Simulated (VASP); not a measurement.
A run of VASP 6.6.1:

Contents of INCAR:

```
SYSTEM = SnSe
PREC = Accurate
ENCUT = 520
EDIFF = 1E-7
ISMEAR = -1
SIGMA = 0.05
LREAL = .FALSE.
LASPH = .TRUE.
NELM = 100
ALGO = Normal
ISIF = 2
LWAVE = .FALSE.
LCHARG = .FALSE.
GGA = PE
NBANDS = 17
```

File KPOINTS:

```
regular mesh
0
G
  11 11 11
  0 0 0
```

POSCAR

```
SnSe
1.0
    0.0000000000      3.2646889441      3.2646889441
    3.2646889441      0.0000000000      3.2646889441
    3.2646889441      3.2646889441      0.0000000000
Sn Se
1 1
Direct
    0.0000000000      0.0000000000      0.0000000000
    0.2500000000      0.2500000000      0.2500000000
```

Potentials or basis: VASP PAW PBE potentials, release 64 (Sn_d, Se).

Run with:

```bash
$ cat potpaw_PBE.64/Sn_d/POTCAR potpaw_PBE.64/Se/POTCAR > POTCAR
$ mpirun -np 1 vasp_std > vasp.out
```

Hardware: 1 thread of Intel(R) Xeon(R) 6975P-C (Granite Rapids), on a shared host.

Problem. Estimate the wall time of this run.

Solution. Run time: 25 s on 1 thread of Intel(R) Xeon(R) 6975P-C (Granite Rapids), on a shared host, peak memory 0.23 GiB. Counts: scf iterations 15, k points 56.
